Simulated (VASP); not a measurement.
The system is K2S.

```
K S
1.0
     0.00000    3.73104    3.73104
     3.73104    0.00000    3.73104
     3.73104    3.73104    0.00000
K S
2 1
Direct
  0.75000 0.75000 0.75000
  0.25000 0.25000 0.25000
  0.00000 0.00000 0.00000
```

| Property | Result |
| --- | --- |
| Program | VASP 6.6.1 |
| Task | relaxation of cell and atoms |
| Functional | LDA |
| Potentials or basis | VASP PAW LDA potentials, release 64 (K_sv, S) |
| Cutoff | 500 eV |
| k mesh | 6 × 6 × 6 |
| Occupations | fermi-dirac, width 0.02 eV |
| Spin | no spin polarisation |

At the start: pressure -2.0 GPa; volume 34.63 Å³/atom.

**Question.** Where does the relaxation end?

**Answer.** Over 4 steps the energy falls by 24.4 meV/atom and the volume is 31.09 Å³/atom (-10.2 %); space group Fm-3m (No. 225, to 0.1 Å) before and after.

Step by step:
```csv
step,energy change (eV),largest force (eV/Å),pressure (GPa),volume (Å³)
1,0.0000,0.0000,-2.01,103.88
2,-0.0602,0.0000,-0.95,97.49
3,-0.0731,0.0000,-0.08,93.59
4,-0.0732,0.0000,0.01,93.26
```

Final structure:
```yaml
crystal:
  lattice:
    - [0.00000, 3.59934, 3.59934]
    - [3.59934, 0.00000, 3.59934]
    - [3.59934, 3.59934, 0.00000]
  atoms:
    - { symbol: K, position: [0.75000, 0.75000, 0.75000] }
    - { symbol: K, position: [0.25000, 0.25000, 0.25000] }
    - { symbol: S, position: [0.00000, 0.00000, 0.00000] }
```
